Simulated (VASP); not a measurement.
A run of VASP 6.6.1 is set up as follows.

Contents of POSCAR:

```
Ni
1.0
    1.3774336202      1.3774336202      1.3774336202
   -1.3774336202      1.3774336202      1.3774336202
   -1.3774336202     -1.3774336202      1.3774336202
Ni
1
Direct
    0.0000000000      0.0000000000      0.0000000000
```

INCAR.step1

```
PREC = Accurate
ENCUT = 520
ISMEAR = -1
SIGMA = 0.05
LREAL = False
LASPH = True
NELM = 150
ISPIN = 2
MAGMOM = 1.5
LMAXMIX = 4
NBANDS = 15
GGA = PE
ALGO = Normal
EDIFF = 1E-4
LWAVE = True
LCHARG = False
```

INCAR.step2

```
PREC = Accurate
ENCUT = 520
EDIFF = 1E-6
ISMEAR = -1
SIGMA = 0.05
LREAL = False
LASPH = True
NELM = 150
ALGO = Normal
ISIF = 2
LWAVE = False
LCHARG = False
ISPIN = 2
MAGMOM = 1.5
LORBIT = 11
LMAXMIX = 4
METAGGA = R2SCAN
LMIXTAU = True
IVDW = 13
VDW_S6 = 1.0
VDW_S8 = 0.6018749
VDW_A1 = 0.51559235
VDW_A2 = 5.77342911
NBANDS = 15
ISTART = 1
```

File KPOINTS:

```
Automatic mesh
0
Gamma
  9 9 9
```

Potentials or basis: VASP PAW PBE potentials, release 64 (Ni).

The run is started by

```bash
$ cat potpaw_PBE.64/Ni/POTCAR > POTCAR
$ cp INCAR.step1 INCAR
$ mpirun -np 1 vasp_std > vasp.out
$ cp INCAR.step2 INCAR
$ mpirun -np 1 vasp_std > vasp.out
```

(1) Estimate the pressure.

(2) Predict the dispersion energy per atom.

(3) Predict the site moments.

Results:

(1) 0.4 GPa.

(2) -0.162 eV.

(3) Ni +0.60 μB.

Caveat: the PAW data sets were made with another functional, which shifts forces and pressure a little; pairwise dispersion overbinds metals, which lowers pressure and volume.
